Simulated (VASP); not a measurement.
The system is Tl2H.

```
CELL_PARAMETERS angstrom
1.64766 0.95128 6.37949
-1.64766 0.95128 6.37949
0.00000 -1.90255 6.37949
ATOMIC_POSITIONS crystal
Tl 0.74840 0.74840 0.74840
Tl 0.58490 0.58490 0.58490
H 0.00000 0.00000 0.00000
```

| Item | Value |
| --- | --- |
| Program | VASP 6.6.1 |
| Task | relaxation of cell and atoms |
| Functional | PBE |
| Potentials or basis | VASP PAW PBE potentials, release 64 (Tl_d, H) |
| Cutoff | 600 eV |
| k mesh | 6 × 6 × 6 |
| Occupations | gaussian, width 0.1 eV |
| Spin | no spin polarisation |

At the start: pressure 6.8 GPa; volume 20.00 Å³/atom.

Question: Where does the relaxation end?

Answer: Over 25 steps the energy falls by 110.0 meV/atom and the volume is 24.00 Å³/atom (+20.0 %); space group R3m (No. 160, to 0.1 Å) before and after.

The path:
```tsv
step	energy change (eV)	largest force (eV/Å)	pressure (GPa)	volume (Å³)
1	0.0000	0.7048	6.80	59.99
2	-0.2140	0.2797	1.26	67.67
3	-0.2294	0.1045	-0.72	72.60
4	-0.2318	0.1439	-0.33	71.34
5	-0.2318	0.1516	-0.21	71.10
6	-0.2374	0.1577	-0.19	70.84
7	-0.2479	0.1720	0.02	70.03
8	-0.2373	0.1828	0.75	68.29
9	-0.2489	0.1840	0.20	69.56
10	-0.2539	0.0962	0.00	69.80
11	-0.2553	0.1084	-0.15	70.01
12	-0.2579	0.1162	-0.01	69.61
13	-0.2636	0.1430	0.42	68.40
14	-0.2604	0.1816	1.63	66.03
15	-0.2651	0.1630	0.84	67.58
16	-0.2659	0.1636	0.82	67.57
17	-0.2682	0.1647	0.85	67.55
18	-0.2729	0.1634	0.90	67.51
19	-0.2820	0.1495	1.05	67.43
20	-0.2954	0.0894	1.52	67.26
21	-0.3085	0.0720	1.18	68.27
22	-0.3286	0.0397	0.24	71.35
23	-0.3290	0.0587	0.12	71.88
24	-0.3295	0.0425	0.08	71.91
25	-0.3301	0.0134	-0.01	72.00
```

Final structure:
```cif
data_structure
_symmetry_space_group_name_H-M 'P 1'
_symmetry_Int_Tables_number 1
_cell_length_a 6.8300
_cell_length_b 6.8300
_cell_length_c 6.8300
_cell_angle_alpha 30.328
_cell_angle_beta 30.328
_cell_angle_gamma 30.328
_cell_volume 72.00
loop_
_atom_site_label
_atom_site_type_symbol
_atom_site_fract_x
_atom_site_fract_y
_atom_site_fract_z
_atom_site_occupancy
Tl1 Tl 0.74535 0.74535 0.74535 1
Tl2 Tl 0.56331 0.56331 0.56331 1
H1 H 0.02464 0.02464 0.02464 1
```

Caveat: the k points lie up to 0.34 Å⁻¹ apart in the final cell, too coarse for converged energies and pressures of a metal; the volume moved by over 15 % at a fixed basis, so the end points are rough.
